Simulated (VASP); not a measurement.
A run of VASP 6.6.1 is set up as follows.

INCAR

```
PREC = Accurate ; ENCUT = 600
EDIFF = 1E-7 ; ISMEAR = 0
SIGMA = 0.1 ; LREAL = False
LASPH = True ; NELM = 60
ALGO = Normal ; ISIF = 3
LWAVE = False ; LCHARG = False
GGA = PE ; IBRION = 2
NSW = 90 ; EDIFFG = -0.04
```

File KPOINTS:

```
regular mesh
0
Gamma
  6 6 6
```

File POSCAR:

```
NaTi2
1.0
    5.1737473122      0.0000000000      0.0000000000
   -2.5868736561      4.4805966051      0.0000000000
    0.0000000000      0.0000000000      2.5377750564
Na Ti
1 2
Direct
    0.0000000000      0.0000000000      0.0000000000
    0.3333333333      0.6666666667      0.5000000000
    0.6666666667      0.3333333333      0.5000000000
```

Potentials or basis: VASP PAW PBE potentials, release 64 (Na_pv, Ti_sv).

Command:

```console
$ cat potpaw_PBE.64/Na_pv/POTCAR potpaw_PBE.64/Ti_sv/POTCAR > POTCAR
$ mpirun -np 1 vasp_std > vasp.out
```

Q: What does it give for the relaxed volume?

A: 20.12 Å³/atom.

Q: Predict the space group after relaxing (to 0.1 Å).

A: P6/mmm (No. 191).

Q: Estimate the relaxed cell.

A: a = 5.157 Å, b = 5.157 Å, c = 2.620 Å, α = 90.00°, β = 90.00°, γ = 120.00°.

Q: Estimate the band gap on the k mesh.

A: Zero (an odd number of electrons rules out a gap without spin polarisation).

Step by step:
| step | energy change (eV) | largest force (eV/Å) | pressure (GPa) | volume (Å³) |
| --- | --- | --- | --- | --- |
| 1 | 0.0000 | 0.0000 | 1.63 | 58.83 |
| 2 | -0.0166 | 0.0000 | -0.12 | 60.54 |
| 3 | -0.0170 | 0.0000 | -0.45 | 60.88 |
| 4 | -0.0194 | 0.0000 | -0.22 | 60.57 |
| 5 | -0.0199 | 0.0000 | -0.07 | 60.36 |

Caveat: the k points lie up to 0.40 Å⁻¹ apart in the final cell, too coarse for converged energies and pressures of a metal.
